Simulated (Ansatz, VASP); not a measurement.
**Two plane-wave programs on Al3Cu2**

```xyz
5
Lattice="4.0684 0.0000 0.0000 -2.0342 3.5233 0.0000 0.0000 0.0000 4.9476" Properties=species:S:1:pos:R:3 pbc="T T T"
Al    0.0000    0.0000    0.0000
Al    0.0000    2.3489    1.7404
Al    2.0342    1.1744    3.2072
Cu    0.0000    2.3489    4.1677
Cu    2.0342    1.1744    0.7799
```

Alike in both runs: functional PBEsol; dispersion D4; k mesh 12 × 12 × 8; occupations gaussian, width 0.1 eV; no spin polarisation.

Ansatz relaxed the structure, and its values are those at the end. VASP's run is a single point on that final structure, the one shown.

|  | VASP | Ansatz |
| --- | --- | --- |
| version | VASP 6.6.1 | Ansatz 0.2.0 |
| potentials or method | VASP PAW PBE potentials, release 64 (Al, Cu), cutoff 520 eV | scalar-relativistic, plane waves, PAW |
| valence electrons in the cell | 31 | 47 |

|  | VASP | Ansatz | Ansatz less VASP |
| --- | --- | --- | --- |
| gap on the k mesh at the Fermi level (eV) | none | none | - |
| pressure (GPa) | 0.3 | 0.0 | -0.32 |

VASP's potentials were made for PBE, not for PBEsol. A gap of «none» marks a metal or a gap that the smearing closes. VASP's potentials hold 31 valence electrons a cell and Ansatz's 47, so a difference there can come from the potentials and not from the codes.
